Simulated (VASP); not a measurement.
Crystal: MnO2.

```xyz
3
Lattice="1.4284 0.8247 4.5839 -1.4284 0.8247 4.5839 0.0000 -1.6494 4.5839" Properties=species:S:1:pos:R:3 pbc="T T T"
Mn    0.0000    0.0000    0.0000
O     0.0000    0.0000   10.1163
O     0.0000    0.0000    3.6355
```

Base run:

```yaml
Program: VASP 6.6.1
Functional: PBEsol
Potentials_or_basis: VASP PAW PBE potentials, release 64 (Mn_sv, O)
Cutoff: 700 eV
k_mesh: 11 × 11 × 11
Occupations: fermi-dirac, width 0.05 eV
Spin: collinear spin, ferromagnetic start
Starting_moments: "[-2.09, 0.0, 0.0] μB"
```

Its results: band gap on the k mesh 0.75 eV (least direct gap 0.82 eV); pressure -2.3 GPa; net moment -3.00 μB per cell; site moments Mn -2.72; O -0.04 μB; largest force 0.176 eV/Å.

Q: The run is repeated on the same cell with these changes: moments at the start from [-2.09, 0.0, 0.0] to [4.0, 0.0, 0.0]; dispersion from none to D3(BJ). What comes out?

A: Band gap on the k mesh 0.75 eV (least direct gap 0.82 eV); pressure -3.9 GPa; net moment 3.00 μB per cell; site moments Mn +2.72; O +0.04 μB; largest force 0.172 eV/Å.

Caveats: the PAW data sets were made with another functional, which shifts forces and pressure a little; a cell with one magnetic atom can't hold antiferromagnetic order, which such compounds often take; three body term missing (at least some runs); the cell stands under tension (at least some runs).

A k mesh can miss the band edges.
